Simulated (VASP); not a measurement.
# GdO (F-43m) in VASP: a series of runs

GdO is run at these levels: PBE+U; tasks: single point.

All numbers are computed with VASP 6.6.1; they aren't measurements. Logs are shortened: lines on timing, memory, paths and dates and some standing lists are left out, and cuts for length are marked.

## Step 1: The cell of the first run

The structure is cubic, space group F-43m (No. 216). The conventional cell has a = 5.361 Å, b = 5.361 Å, c = 5.361 Å, α = 90.00°, β = 90.00°, γ = 90.00°. Within 3.1 Å of Gd (site symmetry -43m) lie 4 O at 2.32 Å. O (site symmetry -43m) has 4 Gd at 2.32 Å within 3.1 Å.

## Step 2: Single point, PBE+U, collinear spin, ferromagnetic start (19.26 Å³/atom)

The input, INCAR:

```
PREC     = Accurate       # precision mode
ENCUT    = 520            # plane-wave cutoff, eV
EDIFF    = 1E-7           # SCF threshold, eV
ISMEAR   = 0              # smearing method
SIGMA    = 0.05           # smearing width, eV
LREAL    = F              # projectors in reciprocal space
LASPH    = T              # aspherical terms in the spheres
NELM     = 150            # most SCF steps
ALGO     = Normal         # electronic algorithm
ISIF     = 2              # what is computed and relaxed
LWAVE    = F              # write WAVECAR
LCHARG   = T              # write CHGCAR
ISPIN    = 2              # spin polarisation
MAGMOM   = 7.71 0.02      # initial moments
LORBIT   = 11             # projections on sites
LMAXMIX  = 6              # l up to which the mixer works
LDAU     = T              # DFT+U
LDAUTYPE = 2            
LDAUL    = 3 -1           # shell
LDAUU    = 6 0            # U, eV
LDAUJ    = 0 0          
LDAUPRINT= 1            
GGA      = PE             # functional
LELF     = T              # ELF
LVHAR    = T            
NBANDS   = 23             # bands
```

The input, KPOINTS:

```
regular mesh
0
Gamma
  10 10 10
```

The input, POSCAR:

```
GdO
1.0
    0.0000000000      2.6803200633      2.6803200633
    2.6803200633      0.0000000000      2.6803200633
    2.6803200633      2.6803200633      0.0000000000
Gd O
1 1
Direct
    0.0000000000      0.0000000000      0.0000000000
    0.2500000000      0.2500000000      0.2500000000
```

Potentials or basis: VASP PAW PBE potentials, release 64 (Gd, O).

Started as:

```console
$ cat potpaw_PBE.64/Gd/POTCAR potpaw_PBE.64/O/POTCAR > POTCAR
$ mpirun -np 1 vasp_std > vasp.out
```

OUTCAR:

```text
PREC = Accurate
   ENCUT = 520
   EDIFF = 1E-7
   ISMEAR = 0
   LREAL = F
   LASPH = T
   NELM = 150
   ISIF = 2
   ISPIN = 2
   LORBIT = 11
   GGA = PE

 ion  position               nearest neighbor table
   1  0.000  0.000  0.000-   2 2.32   2 2.32   2 2.32   2 2.32
   2  0.250  0.250  0.250-   1 2.32   1 2.32   1 2.32   1 2.32

  LATTYP: Found a face centered cubic cell.
 ALAT       =     5.3606401266

  Lattice vectors:

 A1 = (   0.0000000000,   2.6803200633,   2.6803200633)
 A2 = (   2.6803200633,   0.0000000000,   2.6803200633)
 A3 = (   2.6803200633,   2.6803200633,   0.0000000000)

Analysis of symmetry for initial positions (statically):
=====================================================================
 Subroutine PRICEL returns:
 Original cell was already a primitive cell.

 Routine SETGRP: Setting up the symmetry group for a
 face centered cubic supercell.

 Subroutine GETGRP returns: Found 24 space group operations
 (whereof 24 operations were pure point group operations)
 out of a pool of 48 trial point group operations.

The static configuration has the point symmetry T_d .

Analysis of symmetry for dynamics (positions and initial velocities):
=====================================================================
 Subroutine PRICEL returns:
 Original cell was already a primitive cell.

 Routine SETGRP: Setting up the symmetry group for a
 face centered cubic supercell.

 Subroutine GETGRP returns: Found 24 space group operations
 (whereof 24 operations were pure point group operations)
 out of a pool of 48 trial point group operations.

The dynamic configuration has the point symmetry T_d .

Analysis of structural, dynamic, and magnetic symmetry:
=====================================================================
 Subroutine PRICEL returns:
 Original cell was already a primitive cell.

 Routine SETGRP: Setting up the symmetry group for a
 face centered cubic supercell.

 Subroutine GETGRP returns: Found 24 space group operations
 (whereof 24 operations were pure point group operations)
 out of a pool of 48 trial point group operations.

The overall configuration has the point symmetry T_d .

 Subroutine INISYM returns: Found 24 space group operations
 (whereof 24 operations are pure point group operations),
 and found     1 'primitive' translations

----------------------------------------------------------------------------------------

                                     Primitive cell

  volume of cell :      38.5115

  direct lattice vectors                    reciprocal lattice vectors
     0.000000000  2.680320063  2.680320063    -0.186544886  0.186544886  0.186544886
     2.680320063  0.000000000  2.680320063     0.186544886 -0.186544886  0.186544886
     2.680320063  2.680320063  0.000000000     0.186544886  0.186544886 -0.186544886

  length of vectors
     3.790544985  3.790544985  3.790544985     0.323105220  0.323105220  0.323105220

  position of ions in fractional coordinates (direct lattice)
     0.000000000  0.000000000  0.000000000
     0.250000000  0.250000000  0.250000000

[... 112 lines left out ...]
 Gauss-broadening in eV      SIGMA  =   0.05
  energy-cutoff  :      520.00
  volume of cell :       38.51
 maximum number of plane-waves:      1056
   NGX = 15   NGY = 15   NGZ = 15

atom =   1  type =  1  l = 3

 onsite density matrix

spin component  1

  0.9919 -0.0000 -0.0001  0.0000  0.0000  0.0000 -0.0000
 -0.0000  0.9989 -0.0000 -0.0000  0.0000 -0.0000  0.0000
 -0.0001 -0.0000  0.9920 -0.0000 -0.0000 -0.0000  0.0000
  0.0000 -0.0000 -0.0000  0.9919  0.0000 -0.0000  0.0000
  0.0000  0.0000 -0.0000  0.0000  0.9920  0.0000  0.0001
  0.0000 -0.0000 -0.0000 -0.0000  0.0000  0.9921 -0.0000
 -0.0000  0.0000  0.0000  0.0000  0.0001 -0.0000  0.9919

spin component  2

  0.0035 -0.0000 -0.0001 -0.0000  0.0000 -0.0000 -0.0000
 -0.0000  0.0102 -0.0000 -0.0000  0.0000  0.0000  0.0000
 -0.0001 -0.0000  0.0036 -0.0000  0.0000 -0.0000 -0.0000
 -0.0000 -0.0000 -0.0000  0.0034  0.0000 -0.0000 -0.0000
  0.0000  0.0000  0.0000  0.0000  0.0036  0.0000  0.0001
 -0.0000  0.0000 -0.0000 -0.0000  0.0000  0.0037  0.0000
 -0.0000  0.0000 -0.0000 -0.0000  0.0001  0.0000  0.0035

 occupancies and eigenvectors

  o =  0.0034  v =  0.0000  0.0000  0.0000  0.0000  0.0000  0.0000  0.0000 -0.7906 -0.0000 -0.6124 -0.0015  0.0005 -0.0000 -0.0006      0.0000  0.0000  0.0000  0.0000  0.0000  0.0000  0.0000  0.0000  0.0000  0.0000  0.0000  0.0000  0.0000  0.0000
  o =  0.0034  v =  0.0000  0.0000  0.0000  0.0000  0.0000  0.0000  0.0000 -0.0012  0.0000 -0.0009  1.0000 -0.0009  0.0000  0.0012      0.0000  0.0000  0.0000  0.0000  0.0000  0.0000  0.0000  0.0000  0.0000  0.0000  0.0000  0.0000  0.0000  0.0000
  o =  0.0034  v =  0.0000  0.0000  0.0000  0.0000  0.0000  0.0000  0.0000 -0.0006  0.0000 -0.0005 -0.0015 -0.6124 -0.0000  0.7906      0.0000  0.0000  0.0000  0.0000  0.0000  0.0000  0.0000  0.0000  0.0000  0.0000  0.0000  0.0000  0.0000  0.0000
  o =  0.0037  v =  0.0000  0.0000  0.0000  0.0000  0.0000  0.0000  0.0000 -0.0001  0.0000  0.0001  0.0000  0.0002 -1.0000  0.0001      0.0000  0.0000  0.0000  0.0000  0.0000  0.0000  0.0000  0.0000  0.0000  0.0000  0.0000  0.0000  0.0000  0.0000
  o =  0.0037  v =  0.0000  0.0000  0.0000  0.0000  0.0000  0.0000  0.0000 -0.6124  0.0000  0.7906 -0.0000 -0.0003  0.0001 -0.0003      0.0000  0.0000  0.0000  0.0000  0.0000  0.0000  0.0000  0.0000  0.0000  0.0000  0.0000  0.0000  0.0000  0.0000
  o =  0.0037  v =  0.0000  0.0000  0.0000  0.0000  0.0000  0.0000  0.0000 -0.0003 -0.0000  0.0003  0.0000  0.7906  0.0002  0.6124      0.0000  0.0000  0.0000  0.0000  0.0000  0.0000  0.0000  0.0000  0.0000  0.0000  0.0000  0.0000  0.0000  0.0000
  o =  0.0102  v =  0.0000  0.0000  0.0000  0.0000  0.0000  0.0000  0.0000  0.0000 -1.0000  0.0000  0.0000 -0.0000 -0.0000 -0.0000      0.0000  0.0000  0.0000  0.0000  0.0000  0.0000  0.0000  0.0000  0.0000  0.0000  0.0000  0.0000  0.0000  0.0000
  o =  0.9919  v =  0.0000  0.0000  0.0000  0.9979  0.0401  0.0000 -0.0518  0.0000  0.0000  0.0000  0.0000  0.0000  0.0000  0.0000      0.0000  0.0000  0.0000  0.0000  0.0000  0.0000  0.0000  0.0000  0.0000  0.0000  0.0000  0.0000  0.0000  0.0000
  o =  0.9919  v =  0.0000 -0.0000  0.0000 -0.0655  0.6111 -0.0000 -0.7889  0.0000  0.0000  0.0000  0.0000  0.0000  0.0000  0.0000      0.0000  0.0000  0.0000  0.0000  0.0000  0.0000  0.0000  0.0000  0.0000  0.0000  0.0000  0.0000  0.0000  0.0000
  o =  0.9919  v = -0.7906 -0.0000 -0.6124  0.0000  0.0000  0.0000 -0.0000  0.0000  0.0000  0.0000  0.0000  0.0000  0.0000  0.0000      0.0000  0.0000  0.0000  0.0000  0.0000  0.0000  0.0000  0.0000  0.0000  0.0000  0.0000  0.0000  0.0000  0.0000
  o =  0.9921  v =  0.0000 -0.0000 -0.0000  0.0000  0.4299 -0.8392  0.3330  0.0000  0.0000  0.0000  0.0000  0.0000  0.0000  0.0000      0.0000  0.0000  0.0000  0.0000  0.0000  0.0000  0.0000  0.0000  0.0000  0.0000  0.0000  0.0000  0.0000  0.0000
  o =  0.9921  v =  0.0000  0.0000  0.0000  0.0000 -0.6635 -0.5437 -0.5139  0.0000  0.0000  0.0000  0.0000  0.0000  0.0000  0.0000      0.0000  0.0000  0.0000  0.0000  0.0000  0.0000  0.0000  0.0000  0.0000  0.0000  0.0000  0.0000  0.0000  0.0000
  o =  0.9921  v =  0.6124 -0.0000 -0.7906  0.0000  0.0000  0.0000 -0.0000  0.0000  0.0000  0.0000  0.0000  0.0000  0.0000  0.0000      0.0000  0.0000  0.0000  0.0000  0.0000  0.0000  0.0000  0.0000  0.0000  0.0000  0.0000  0.0000  0.0000  0.0000
  o =  0.9989  v =  0.0000  1.0000 -0.0000 -0.0000  0.0000 -0.0000 -0.0000  0.0000  0.0000  0.0000  0.0000  0.0000  0.0000  0.0000      0.0000  0.0000  0.0000  0.0000  0.0000  0.0000  0.0000  0.0000  0.0000  0.0000  0.0000  0.0000  0.0000  0.0000

 number of electron      23.9999997 magnetization       7.9383413

 Free energy of the ion-electron system (eV)
  ---------------------------------------------------
  ext. energy  EPLUGINS =         0.00000000
  ---------------------------------------------------
  free energy    TOTEN  =       -21.68726700 eV

  energy without entropy =      -21.68597003  energy(sigma->0) =      -21.68661851

 E-fermi :   4.2416     XC(G=0): -10.1891

 val. band max:        4.1973622851   @ k =   0.4000   0.2000   0.1000
 cond. band min:       4.2422385721   @ k =   0.4000   0.1000   0.0000
 fundamental gap:      0.0448762870
 Fermi energy:         4.2415688636

 spin component 1

 k-point     1 :       0.0000    0.0000    0.0000
  band No.  band energies     occupation
      1     -41.6548      1.00000
      2     -18.8381      1.00000
      3     -18.8381      1.00000
      4     -18.8381      1.00000
      5     -15.2986      1.00000
      6      -4.2254      1.00000
[... 1241 lines left out ...]
     22      14.9495      0.00000
     23      16.3172      0.00000

 [... further k-points ...]

------------------------ aborting loop because EDIFF is reached ----------------------------------------

  FORCE on cell =-STRESS in cart. coord.  units (eV):
  Direction    XX          YY          ZZ          XY          YZ          ZX
  --------------------------------------------------------------------------------------
  -------------------------------------------------------------------------------------
  Total        0.5183804      0.5183804      0.5183804      0.0000000     -0.0000000      0.0000000
  in kB       21.5659802     21.5659802     21.5659802      0.0000000     -0.0000000      0.0000000
  external PRESSURE =      21.5659802 kB  Pullay stress =       0.0000000 kB

 VOLUME and BASIS-vectors are now :
 -----------------------------------------------------------------------------
  energy-cutoff  :      520.00
  volume of cell :       38.51
      direct lattice vectors                 reciprocal lattice vectors
     0.000000000  2.680320063  2.680320063    -0.186544886  0.186544886  0.186544886
     2.680320063  0.000000000  2.680320063     0.186544886 -0.186544886  0.186544886
     2.680320063  2.680320063  0.000000000     0.186544886  0.186544886 -0.186544886

 POSITION                                       TOTAL-FORCE (eV/Angst)
 -----------------------------------------------------------------------------------
      0.00000      0.00000      0.00000         0.000000      0.000000      0.000000
      1.34016      1.34016      1.34016        -0.000000     -0.000000     -0.000000
 -----------------------------------------------------------------------------------
    total drift:                                0.000000      0.000000      0.000000

  FREE ENERGIE OF THE ION-ELECTRON SYSTEM (eV)
  ---------------------------------------------------
  free  energy   TOTEN  =       -21.6872669983 eV

  energy  without entropy=      -21.6859700281  energy(sigma->0) =      -21.68661851

 total charge

# of ion       s       p       d       f       tot
--------------------------------------------------
    1        2.035   5.645   0.524   6.975  15.179
    2        1.569   3.445   0.000   0.000   5.014
--------------------------------------------------
tot          3.604   9.090   0.524   6.975  20.193

 magnetization (x)

# of ion       s       p       d       f       tot
--------------------------------------------------
    1        0.006  -0.056   0.208   6.914   7.072
    2        0.005   0.002   0.000   0.000   0.007
--------------------------------------------------
tot          0.011  -0.054   0.208   6.914   7.079
```

It took 61 s on 1 thread of AMD EPYC 9R45 (Zen 5), shared host; peak memory 0.2 GiB.

What came out:

| Property | Result |
| --- | --- |
| Free energy | -21.6873 eV |
| Pressure | 2.2 GPa |
| Net moment | 7.94 μB per cell |
| Site moments | Gd +7.07; O +0.01 μB |
| Valence electrons inside the program's atomic spheres | Gd 15.18; O 5.01 |

Eigenvalues of the final occupation matrices:
| site | spin | trace | eigenvalues |
| --- | --- | --- | --- |
| site 1 f | 1 | 6.95 | 0.99 0.99 0.99 0.99 0.99 0.99 1.00 |
| site 1 f | 2 | 0.03 | 0.00 0.00 0.00 0.00 0.00 0.00 0.01 |

Caveat: spin-orbit coupling is left out, which moves the levels of the heavy elements; a cell with one magnetic atom can't hold antiferromagnetic order, which such compounds often take.

## Step 3: Single point, PBE+U, collinear spin, ferromagnetic start (19.65 Å³/atom)

This run uses another cell than the first one, of 19.65 Å³/atom.

The input, INCAR:

```
PREC     = Accurate       # precision mode
ENCUT    = 520            # plane-wave cutoff, eV
EDIFF    = 1E-7           # SCF threshold, eV
ISMEAR   = 0              # smearing method
SIGMA    = 0.05           # smearing width, eV
LREAL    = False          # projectors in reciprocal space
LASPH    = True           # aspherical terms in the spheres
NELM     = 150            # most SCF steps
ALGO     = Normal         # electronic algorithm
ISIF     = 2              # what is computed and relaxed
LWAVE    = False          # write WAVECAR
LCHARG   = False          # write CHGCAR
ISPIN    = 2              # spin polarisation
MAGMOM   = 7.72 0.02      # initial moments
LORBIT   = 11             # projections on sites
LMAXMIX  = 6              # l up to which the mixer works
LDAU     = True           # DFT+U
LDAUTYPE = 2            
LDAUL    = 3 -1           # shell
LDAUU    = 6 0            # U, eV
LDAUJ    = 0 0          
LDAUPRINT= 1            
GGA      = PE             # functional
NBANDS   = 23             # bands
```

KPOINTS is that of step 2.

The input, POSCAR:

```
GdO
1.0
    0.0000000000      2.6984308834      2.6984308834
    2.6984308834      0.0000000000      2.6984308834
    2.6984308834      2.6984308834      0.0000000000
Gd O
1 1
Direct
    0.0000000000      0.0000000000      0.0000000000
    0.2500000000      0.2500000000      0.2500000000
```

Potentials or basis: VASP PAW PBE potentials, release 64 (Gd, O).

Started as:

```console
$ cat potpaw_PBE.64/Gd/POTCAR potpaw_PBE.64/O/POTCAR > POTCAR
$ mpirun -np 1 vasp_std > vasp.out
```

Wall time 60 s (1 thread of AMD EPYC 9R45 (Zen 5), shared host); peak memory 0.2 GiB.

Results (log left out):

```
Free energy                                           : -21.6934 eV
Pressure                                              : 0.0 GPa
Net moment                                            : 7.93 μB per cell
Site moments                                          : Gd +7.07; O +0.01 μB
Valence electrons inside the program's atomic spheres : Gd 15.16; O 5.00
```

Levels at points of the mesh, in eV from the Fermi level:
Spin up:
```tsv
k point	band 12	band 13	band 14	band 15	band 16	band 17	band 18	band 19	band 20	band 21
(0.00, 0.00, 0.00)	-8.37	-5.61	-5.61	-5.61	-2.44	2.45	2.45	4.35	4.35	4.35
(0.50, 0.00, 0.00)	-8.37	-5.40	-5.21	-5.21	0.03	2.32	2.32	2.86	4.44	4.44
(0.50, 0.50, 0.00)	-8.38	-6.19	-4.48	-4.48	-1.03	0.93	4.00	4.45	4.45	7.12
```
Spin down:
| k point | band 4 | band 5 | band 6 | band 7 | band 8 | band 9 | band 10 | band 11 | band 12 | band 13 |
| --- | --- | --- | --- | --- | --- | --- | --- | --- | --- | --- |
| (0.00, 0.00, 0.00) | -20.71 | -19.31 | -5.47 | -5.47 | -5.47 | -1.06 | 2.72 | 2.72 | 2.72 | 3.01 |
| (0.50, 0.00, 0.00) | -20.81 | -18.12 | -5.07 | -5.07 | -5.05 | 1.41 | 2.39 | 2.61 | 2.61 | 2.93 |
| (0.50, 0.50, 0.00) | -20.96 | -17.79 | -6.01 | -4.37 | -4.37 | 0.95 | 1.42 | 2.78 | 2.84 | 2.84 |

Eigenvalues of the final occupation matrices:
```
    site  spin  trace                         eigenvalues
site 1 f     1   6.95  0.99 0.99 0.99 0.99 0.99 0.99 1.00
site 1 f     2   0.03  0.00 0.00 0.00 0.00 0.00 0.00 0.01
```

Caveat: spin-orbit coupling is left out, which moves the levels of the heavy elements; a cell with one magnetic atom can't hold antiferromagnetic order, which such compounds often take. The state reached can hang on the start; a lower one may exist.

## Step 4: Single point, PBE+U, collinear spin, ferromagnetic start

This run uses another cell than the first one, of 19.65 Å³/atom.

The input, INCAR:

```
SYSTEM = GdO
PREC     = Accurate       ! precision mode
ENCUT    = 520            ! plane-wave cutoff, eV
EDIFF    = 1E-7           ! SCF threshold, eV
ISMEAR   = 0              ! smearing method
SIGMA    = 0.05           ! smearing width, eV
LREAL    = .FALSE.        ! projectors in reciprocal space
LASPH    = .TRUE.         ! aspherical terms in the spheres
NELM     = 150            ! most SCF steps
ALGO     = Normal         ! electronic algorithm
ISIF     = 2              ! what is computed and relaxed
LWAVE    = .FALSE.        ! write WAVECAR
LCHARG   = .TRUE.         ! write CHGCAR
ISPIN    = 2              ! spin polarisation
MAGMOM   = 0.5 0          ! initial moments
LORBIT   = 11             ! projections on sites
LMAXMIX  = 6              ! l up to which the mixer works
LDAU     = .TRUE.         ! DFT+U
LDAUTYPE = 2            
LDAUL    = 3 -1           ! shell
LDAUU    = 6 0            ! U, eV
LDAUJ    = 0 0          
LDAUPRINT= 1            
GGA      = PE             ! functional
LELF     = .TRUE.         ! ELF
LVHAR    = .TRUE.       
NBANDS   = 23             ! bands
```

The input, KPOINTS:

```
Automatic mesh
0
G
  10 10 10
  0 0 0
```

POSCAR is that of step 3.

Started as:

```console
$ cat potpaw_PBE.64/Gd/POTCAR potpaw_PBE.64/O/POTCAR > POTCAR
$ mpirun -np 1 vasp_std > vasp.out
```

Wall time 93 s (1 thread of AMD EPYC 9R45 (Zen 5), shared host); peak memory 0.2 GiB.

Results (log left out):

| Item | Value |
| --- | --- |
| Free energy | -21.6934 eV |
| Pressure | 0.0 GPa |
| Net moment | 7.93 μB per cell |
| Site moments | Gd +7.07; O +0.01 μB |
| Valence electrons inside the program's atomic spheres | Gd 15.16; O 5.00 |

Levels at points of the mesh, in eV from the Fermi level:
Spin up:
```tsv
k point	band 14	band 15	band 16	band 17	band 18	band 19
(0.00, 0.00, 0.00)	-5.61	-5.61	-2.44	2.45	2.45	4.35
(0.50, 0.00, 0.00)	-5.21	-5.21	0.03	2.32	2.32	2.86
(0.50, 0.50, 0.00)	-4.48	-4.48	-1.03	0.93	4.00	4.45
```
Spin down:
```
           k point  band 4  band 5  band 6  band 7  band 8  band 9  band 10  band 11  band 12  band 13
(0.00, 0.00, 0.00)  -20.71  -19.31   -5.47   -5.47   -5.47   -1.06     2.72     2.72     2.72     3.01
(0.50, 0.00, 0.00)  -20.81  -18.12   -5.07   -5.07   -5.05    1.41     2.39     2.61     2.61     2.93
(0.50, 0.50, 0.00)  -20.96  -17.79   -6.01   -4.37   -4.37    0.95     1.42     2.78     2.84     2.84
```

Eigenvalues of the final occupation matrices:
```csv
site,spin,trace,eigenvalues
site 1 f,1,6.95,0.99 0.99 0.99 0.99 0.99 0.99 1.00
site 1 f,2,0.03,0.00 0.00 0.00 0.00 0.00 0.00 0.01
```

Caveat: spin-orbit coupling is left out, which moves the levels of the heavy elements; a cell with one magnetic atom can't hold antiferromagnetic order, which such compounds often take.

(Continued in part 2 of 2.)
